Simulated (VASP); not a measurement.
Set up this calculation in VASP 6.6.1, as the native input.

* Task: relaxation of cell and atoms
* Functional: LDA
* Potentials or basis: VASP PAW LDA potentials, release 64 (Mg, S)
* Cutoff: 600 eV
* k mesh: 8 × 8 × 8
* Occupations: gaussian, width 0.01 eV
* Spin: no spin polarisation
* Target pressure: 15 GPa
* Dipole correction: no
* Further INCAR settings: ALGO = Normal; EDIFF = 1e-06; IBRION = 2; EDIFFG = -0.002; NSW = 100; ISIF = 3

The structure of MgS lies in POSCAR:

```
MgS
1.0
    2.5641824302      2.5641824302      0.0000000000
   -2.5641824302      2.5641824302      0.0000000000
    0.0000000000      2.5641824302      2.5641824302
Mg S
1 1
Direct
    0.0000000000      0.0000000000      0.0000000000
    0.5000000000      0.5000000000      0.0000000000
```

The input as run:

INCAR

```
SYSTEM = MgS
PREC = Accurate
ENCUT = 600
EDIFF = 1E-6
ISMEAR = 0
SIGMA = 0.01
LREAL = .FALSE.
LASPH = .TRUE.
NELM = 60
ALGO = Normal
ISIF = 3
LWAVE = .FALSE.
LCHARG = .FALSE.
GGA = CA
IBRION = 2
NSW = 100
EDIFFG = -0.002
PSTRESS = 150.0
```

KPOINTS

```
regular mesh
0
G
  8 8 8
  0 0 0
```

Potentials or basis: VASP PAW LDA potentials, release 64 (Mg, S).

Run with:

```console
$ cat potpaw_LDA.64/Mg/POTCAR potpaw_LDA.64/S/POTCAR > POTCAR
$ mpirun -np 1 vasp_std > vasp.out
```

Results of the run:

```
Relaxed volume                                         : 14.66 Å³/atom
Relaxed cell                                           : a = 3.461 Å, b = 3.461 Å, c = 3.461 Å, α = 60.00°, β = 60.00°, γ = 90.00°
Space group after relaxing (to 0.05 Å)                 : Fm-3m (No. 225)
Energy change on relaxing (the enthalpy is what falls) : +87.4 meV/atom
Ionic steps                                            : 6
Pressure after relaxing                                : 15.0 GPa
Band gap on the k mesh                                 : 2.93 eV, indirect (least direct gap 5.10 eV)
```

Caveat: the cell is relaxed towards a set pressure, so the enthalpy falls and the energy may rise.

Run time: 15 s on 1 thread of Intel(R) Xeon(R) 6975P-C (Granite Rapids) (shared host), peak memory 0.15 GiB.
